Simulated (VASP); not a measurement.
FeO, 2 atoms in the cell. The structure is cubic, space group Fm-3m (No. 225). The conventional cell has a = 4.448 Å, b = 4.448 Å, c = 4.448 Å, α = 90.00°, β = 90.00°, γ = 90.00°. Within 2.9 Å of Fe (site symmetry m-3m) lie 6 O at 2.22 Å. Within 2.9 Å of O (site symmetry m-3m) lie 6 Fe at 2.22 Å. 

- Program: VASP 6.6.1
- Task: single point
- Functional: PBE
- Potentials or basis: VASP PAW PBE potentials, release 64 (Fe, O)
- Cutoff: 520 eV
- k mesh: 14 × 14 × 14
- Occupations: gaussian, width 0.05 eV
- Spin: collinear spin, ferromagnetic start
- Starting moments: [3.83, 0.0] μB
- Dipole correction: no
- Further INCAR settings: ALGO = Normal; EDIFF = 1e-07; NBANDS = 18

Potentials or basis: VASP PAW PBE potentials, release 64 (Fe, O).

The run is started by

```bash
$ cat potpaw_PBE.64/Fe/POTCAR potpaw_PBE.64/O/POTCAR > POTCAR
$ mpirun -np 1 vasp_std > vasp.out
```

Hardware: 1 thread of Intel(R) Xeon(R) 6975P-C (Granite Rapids), with other jobs on the host.

Problem. How long does it take, and how much memory?

Solution. It took 49 s on 1 thread of Intel(R) Xeon(R) 6975P-C (Granite Rapids), on a shared host, peak memory 0.19 GiB. Counts: scf iterations 17, k points 104.
